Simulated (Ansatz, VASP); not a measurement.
**One calculation of Y, two programs**

```
Y
1.0
    -2.78858    2.78858    1.59221
     2.78858   -2.78858    1.59221
     2.78858    2.78858   -1.59221
Y
2
Direct
  0.62500 0.87500 0.75000
  0.37500 0.12500 0.25000
```

Change from the starting cell: volume scaled by 0.75, LAPW.

Alike in both runs: task single point; functional PBE; k mesh 14 × 14 × 14; occupations fermi-dirac, width 0.08 eV; no spin polarisation.

|  | VASP | Ansatz |
| --- | --- | --- |
| version | VASP 6.6.1 | Ansatz 0.2.0 |
| potentials or method | VASP PAW PBE potentials, release 64 (Y_sv), cutoff 520 eV | all-electron LAPW, scalar-relativistic |

|  | VASP | Ansatz | Ansatz less VASP |
| --- | --- | --- | --- |
| pressure (GPa) | 14.6 | 14.7 | +0.09 |
| traceless stress, the component that is largest in VASP (GPa) | -0.22 | -0.08 | +0.137 |

Ansatz ran all-electron here, and VASP with PAW potentials.
